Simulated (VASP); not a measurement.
Input of a VASP 6.6.1 run:

INCAR

```
  PREC = Accurate
  ENCUT = 520
  EDIFF = 1E-7
  ISMEAR = -1
  SIGMA = 0.05
  LREAL = F
  LASPH = T
  NELM = 60
  ALGO = Normal
  ISIF = 2
  LWAVE = F
  LCHARG = T
  GGA = PE
  IVDW = 13
  LELF = T
  LVHAR = T
  NBANDS = 33
```

The input KPOINTS:

```
regular mesh
0
Gamma
  6 6 9
```

File POSCAR:

```
TaN
1.0
    5.2216246734      0.0000000000      0.0000000000
   -2.6108123367      4.5220596162      0.0000000000
    0.0000000000      0.0000000000      2.9209813512
Ta N
3 3
Direct
    0.0000000000      0.0000000000      0.0000000000
    0.3333333333      0.6666666667      0.5000000000
    0.6666666667      0.3333333333      0.5000000000
    0.5000000000      0.0000000000      0.0000000000
    0.5000000000      0.5000000000      0.0000000000
    0.0000000000      0.5000000000      0.0000000000
```

Potentials or basis: VASP PAW PBE potentials, release 64 (Ta_pv, N).

Launch:

```sh
$ cat potpaw_PBE.64/Ta_pv/POTCAR potpaw_PBE.64/N/POTCAR > POTCAR
$ mpirun -np 1 vasp_std > vasp.out
```

Task: What does it give for the dispersion energy per atom?

Result: -0.295 eV.

Task: Estimate the pressure.

Result: 0.8 GPa.

Stress tensor (GPa, compression positive):
```
0.66 0.00 0.00
0.00 0.66 0.00
0.00 0.00 0.96
```
